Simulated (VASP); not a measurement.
Write the native input for VASP 6.6.1 that does the following.

| Item | Value |
| --- | --- |
| Task | single point |
| Functional | PBE |
| Potentials or basis | VASP PAW PBE potentials, release 64 (Al, Ni, Co) |
| Cutoff | 520 eV |
| k mesh | 14 × 14 × 6 |
| Occupations | gaussian, width 0.1 eV |
| Spin | collinear spin, ferromagnetic start |
| Starting moments | [0.0, 0.0, 0.0, 0.0, -0.52, -0.52] μB |
| Dipole correction | no |
| Further INCAR settings | ALGO = Normal; EDIFF = 1e-06; NBANDS = 32 |

The structure of Al3Co2Ni lies in POSCAR:

```
Al3Co2Ni
1.0
    2.8748741000      0.0000000000      0.0000000000
    0.0000000000      2.8748741000      0.0000000000
    0.0000000000      0.0000000000      8.5684034000
Al Ni Co
3 1 2
Direct
    0.5000000000      0.5000000000      0.8301950000
    0.5000000000      0.5000000000      0.5000000000
    0.5000000000      0.5000000000      0.1698050000
    0.0000000000      0.0000000000      0.0000000000
    0.0000000000      0.0000000000      0.6671980000
    0.0000000000      0.0000000000      0.3328020000
```

These files were run (other wordings do the same):

INCAR

```
SYSTEM = Al3Co2Ni
ALGO     = Normal         ! electronic algorithm
EDIFF    = 1E-6           ! SCF threshold, eV
ENCUT    = 520            ! plane-wave cutoff, eV
GGA      = PE             ! functional
ISIF     = 2              ! what is computed and relaxed
ISMEAR   = 0              ! smearing method
ISPIN    = 2              ! spin polarisation
LASPH    = .TRUE.         ! aspherical terms in the spheres
LCHARG   = .FALSE.        ! write CHGCAR
LMAXMIX  = 4              ! l up to which the mixer works
LORBIT   = 11             ! projections on sites
LREAL    = .FALSE.        ! projectors in reciprocal space
LWAVE    = .FALSE.        ! write WAVECAR
MAGMOM   = 0 0 0 0 -0.52 -0.52 ! initial moments
NBANDS   = 32             ! bands
NELM     = 150            ! most SCF steps
PREC     = Accurate       ! precision mode
SIGMA    = 0.1            ! smearing width, eV
```

KPOINTS

```
k-points
0
G
  14 14 6
  0 0 0
```

Potentials or basis: VASP PAW PBE potentials, release 64 (Al, Ni, Co).

Command:

```bash
$ cat potpaw_PBE.64/Al/POTCAR potpaw_PBE.64/Ni/POTCAR potpaw_PBE.64/Co/POTCAR > POTCAR
$ mpirun -np 1 vasp_std > vasp.out
```

It gave:

* Pressure: -0.1 GPa
* Largest force: 0.007 eV/Å
* Net moment: -0.65 μB per cell
* Site moments: Al +0.00, +0.01 (each value once); Ni -0.07; Co -0.33 μB
* Valence electrons inside the program's atomic spheres: Al 0.81; Ni 9.45; Co 8.43

Run time: 21 min on 1 thread of Oxide Virtual Turin-like Processor, on a shared host, peak memory 0.54 GiB.
